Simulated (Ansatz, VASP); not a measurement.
# One calculation of SiC, two programs

```
CELL_PARAMETERS angstrom
3.23850 0.00000 0.00000
-1.61925 2.80462 0.00000
0.00000 0.00000 9.58890
ATOMIC_POSITIONS crystal
Si 0.66667 0.33333 0.93784
Si 0.33333 0.66667 0.43784
Si 0.00000 0.00000 0.68790
Si 0.00000 0.00000 0.18790
C 0.66667 0.33333 0.74981
C 0.33333 0.66667 0.24981
C 0.00000 0.00000 0.50045
C 0.00000 0.00000 0.00045
```

Alike in both runs: task single point; functional PBE; k mesh 12 × 12 × 4; occupations gaussian, width 0.05 eV; no spin polarisation.

|  | VASP | Ansatz |
| --- | --- | --- |
| version | VASP 6.6.1 | Ansatz 0.2.0 |
| potentials or method | VASP PAW PBE potentials, release 64 (Si, C), cutoff 520 eV | scalar-relativistic, plane waves, PAW |
| valence electrons in the cell | 32 | 32 |

|  | VASP | Ansatz | Ansatz less VASP |
| --- | --- | --- | --- |
| gap on the k mesh at the Fermi level (eV) | 1.64 | 1.66 | +0.011 |
| least direct gap on the mesh (eV) | 2.68 | 2.68 | +0.005 |
| pressure (GPa) | -4.5 | -4.5 | +0.01 |
| traceless stress, the component that is largest in VASP (GPa) | 35.14 | 35.02 | -0.119 |
| rms of the force components (eV/Å) | 0.704 | 0.705 | +0.0009 |

Atom by atom the forces differ by 0.001 eV/Å (rms over components).
